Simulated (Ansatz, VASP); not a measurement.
# BP: VASP beside Ansatz

```
B P
1.0
     0.00000    2.26009    2.26009
     2.26009    0.00000    2.26009
     2.26009    2.26009    0.00000
B P
1 1
Direct
  0.00000 0.00000 0.00000
  0.25000 0.25000 0.25000
```

Alike in both runs: functional PBEsol; k mesh 10 × 10 × 10; occupations gaussian, width 0.02 eV; no spin polarisation.

Ansatz relaxed the structure, and its values are those at the end. VASP's run is a single point on that final structure, the one shown.

```csv
,VASP,Ansatz
version,VASP 6.6.1,Ansatz 0.2.0
potentials or method,"VASP PAW PBE potentials, release 64 (B, P), cutoff 500 eV","scalar-relativistic, plane waves, PAW"
valence electrons in the cell,8,8
```

VASP gave:

```
gap on the k mesh at the Fermi level (eV) : 1.12
least direct gap on the mesh (eV)         : 3.37
pressure (GPa)                            : 0.1
```

Task: What did Ansatz give for the same quantities?

Result: gap on the k mesh at the Fermi level (eV): 1.12; least direct gap on the mesh (eV): 3.38; pressure (GPa): 0.0.

VASP's potentials were made for PBE, not for PBEsol.
